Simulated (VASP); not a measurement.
A run of VASP 6.6.1 is set up as follows.

The input INCAR:

```
PREC = Accurate ; ENCUT = 520
EDIFF = 1E-6 ; ISMEAR = -1
SIGMA = 0.1 ; LREAL = F
LASPH = T ; NELM = 60
ALGO = Normal ; ISIF = 2
LWAVE = F ; LCHARG = T
GGA = PS ; LELF = T
LVHAR = T ; NBANDS = 8
```

Contents of KPOINTS:

```
Automatic mesh
0
Gamma
  31 31 31
```

Contents of POSCAR:

```
C
1.0
   -1.1720529854      1.1720529854      1.1720529854
    1.1720529854     -1.1720529854      1.1720529854
    1.1720529854      1.1720529854     -1.1720529854
C
1
Direct
    0.0000000000      0.0000000000      0.0000000000
```

Potentials or basis: VASP PAW PBE potentials, release 64 (C).

Launch:

```console
$ cat potpaw_PBE.64/C/POTCAR > POTCAR
$ mpirun -np 1 vasp_std > vasp.out
```

(1) Estimate the pressure.

(2) Estimate the band gap on the k mesh.

Results:

(1) 0.0 GPa.

(2) zero (band 2 reaches 18.48 eV, above the bottom of band 3 at 3.72 eV).

Caveat: the PAW data sets were made with another functional, which shifts forces and pressure a little.
